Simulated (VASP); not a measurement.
Input of a VASP 6.6.1 run:

The input INCAR:

```
SYSTEM = ZnSb2C
PREC = Accurate
ENCUT = 520
EDIFF = 1E-6
ISMEAR = -1
SIGMA = 0.02
LREAL = .FALSE.
LASPH = .TRUE.
NELM = 60
ALGO = Normal
ISIF = 2
LWAVE = .FALSE.
LCHARG = .TRUE.
GGA = PE
LELF = .TRUE.
LVHAR = .TRUE.
NBANDS = 36
```

The input KPOINTS:

```
Automatic mesh
0
G
  6 6 2
  0 0 0
```

Contents of POSCAR:

```
ZnSb2C
1.0
    3.9825821529      0.0000000000      0.0000000000
    0.0000000000      3.9825821529      0.0000000000
    0.0000000000      0.0000000000     12.0337108638
Zn Sb C
2 4 2
Direct
    0.5000000000      0.0000000000      0.8547331895
    0.0000000000      0.5000000000      0.1452668105
    0.5000000000      0.5000000000      0.0000000000
    0.0000000000      0.0000000000      0.2974351206
    0.5000000000      0.5000000000      0.5000000000
    0.0000000000      0.0000000000      0.7025648794
    0.5000000000      0.0000000000      0.4011644414
    0.0000000000      0.5000000000      0.5988355586
```

Potentials or basis: VASP PAW PBE potentials, release 64 (Zn, Sb, C).

Run with:

```bash
$ cat potpaw_PBE.64/Zn/POTCAR potpaw_PBE.64/Sb/POTCAR potpaw_PBE.64/C/POTCAR > POTCAR
$ mpirun -np 1 vasp_std > vasp.out
```

Q: Estimate the pressure.

A: -3.3 GPa.

Q: Estimate the largest force.

A: 0.121 eV/Å.

Forces on the atoms (eV/Å):
```
Zn   0.000  0.000  0.039
Zn   0.000  0.000 -0.039
Sb   0.000  0.000  0.000
Sb   0.000  0.000  0.121
Sb   0.000  0.000  0.000
Sb   0.000  0.000 -0.121
C    0.000  0.000 -0.065
C    0.000  0.000  0.065
```
